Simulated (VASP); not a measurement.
Set up this calculation in VASP 6.6.1, as the native input.

| Quantity | Value |
| --- | --- |
| Task | relaxation of cell and atoms |
| Functional | PBE |
| Potentials or basis | VASP PAW PBE potentials, release 64 (Ge_d) |
| Cutoff | 600 eV |
| k mesh | 20 × 20 × 20 |
| Occupations | fermi-dirac, width 0.05 eV |
| Spin | no spin polarisation |
| Target pressure | 220 GPa |
| Dipole correction | no |
| Further INCAR settings | ALGO = Normal; EDIFF = 1e-06; IBRION = 2; EDIFFG = -0.005; NSW = 60; ISIF = 3 |

The structure of Ge lies in POSCAR:

```
Ge
1.0
   -1.3398003464      1.3398003464      1.3398003464
    1.3398003464     -1.3398003464      1.3398003464
    1.3398003464      1.3398003464     -1.3398003464
Ge
1
Direct
    0.0000000000      0.0000000000      0.0000000000
```

These files were run (other wordings do the same):

INCAR

```
SYSTEM = Ge
  PREC = Accurate
  ENCUT = 600
  EDIFF = 1E-6
  ISMEAR = -1
  SIGMA = 0.05
  LREAL = .False.
  LASPH = .True.
  NELM = 80
  ALGO = Normal
  ISIF = 3
  LWAVE = .False.
  LCHARG = .False.
  GGA = PE
  IBRION = 2
  NSW = 60
  EDIFFG = -0.005
  PSTRESS = 2200.0
```

KPOINTS

```
Automatic mesh
0
Gamma
  20 20 20
  0 0 0
```

Potentials or basis: VASP PAW PBE potentials, release 64 (Ge_d).

The run is started by

```sh
$ cat potpaw_PBE.64/Ge_d/POTCAR > POTCAR
$ mpirun -np 1 vasp_std > vasp.out
```

Results of the run:

The relaxed volume is 9.60 Å³/atom. The relaxed cell is a = 2.319 Å, b = 2.319 Å, c = 2.319 Å, α = 109.47°, β = 109.47°, γ = 109.47° and the space group after relaxing (to 0.05 Å) is Im-3m (No. 229). The energy change on relaxing (the enthalpy is what falls) is +21.5 meV/atom, the ionic steps are 5 and the pressure after relaxing is 220.0 GPa. The band gap on the k mesh is zero (band 7 reaches 35.94 eV, above the bottom of band 8 at 11.36 eV).

Caveat: the cell is relaxed towards a set pressure, so the enthalpy falls and the energy may rise.

Run time: 68 s on 1 thread of Intel Xeon 6975P-C (shared host), peak memory 0.16 GiB.
